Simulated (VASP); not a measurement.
Set up this calculation in VASP 6.6.1, as the native input.

| Quantity | Value |
| --- | --- |
| Task | single point |
| Functional | PBE |
| Potentials or basis | VASP PAW PBE potentials, release 64 (Mg, Te) |
| Cutoff | 520 eV |
| k mesh | 8 × 8 × 8 |
| Occupations | gaussian, width 0.1 eV |
| Spin | no spin polarisation |
| Dipole correction | no |
| Further INCAR settings | ALGO = Normal; EDIFF = 1e-06; NBANDS = 21 |

The structure of MgTe4 lies in POSCAR:

```
MgTe4
1.0
    5.4632044429      0.0000000000      0.0000000000
    0.0000000000      5.4632044429      0.0000000000
    0.0000000000      0.0000000000      5.4632044429
Mg Te
1 4
Direct
    0.0000000000      0.0000000000      0.0000000000
    0.2937356173      0.7062643827      0.7062643827
    0.7062643827      0.2937356173      0.7062643827
    0.7062643827      0.7062643827      0.2937356173
    0.2937356173      0.2937356173      0.2937356173
```

The input as run:

INCAR

```
PREC = Accurate
ENCUT = 520
EDIFF = 1E-6
ISMEAR = 0
SIGMA = 0.1
LREAL = False
LASPH = True
NELM = 80
ALGO = Normal
ISIF = 2
LWAVE = False
LCHARG = False
GGA = PE
NBANDS = 21
```

KPOINTS

```
Automatic mesh
0
Gamma
  8 8 8
```

Potentials or basis: VASP PAW PBE potentials, release 64 (Mg, Te).

Command:

```bash
$ cat potpaw_PBE.64/Mg/POTCAR potpaw_PBE.64/Te/POTCAR > POTCAR
$ mpirun -np 1 vasp_std > vasp.out
```

It gave:

```json
{
  "Pressure": "0.0 GPa",
  "Largest force": "0.009 eV/Å",
  "Band gap on the k mesh": "zero (band 13 reaches 5.14 eV, above the bottom of band 14 at 4.61 eV)"
}
```

Caveat: spin-orbit coupling is left out, which moves the levels of the heavy elements.

Wall time 92 s on 1 thread of AMD EPYC 7R43 64-Core Processor (Zen 3), with other jobs on the host, peak memory 0.27 GiB.
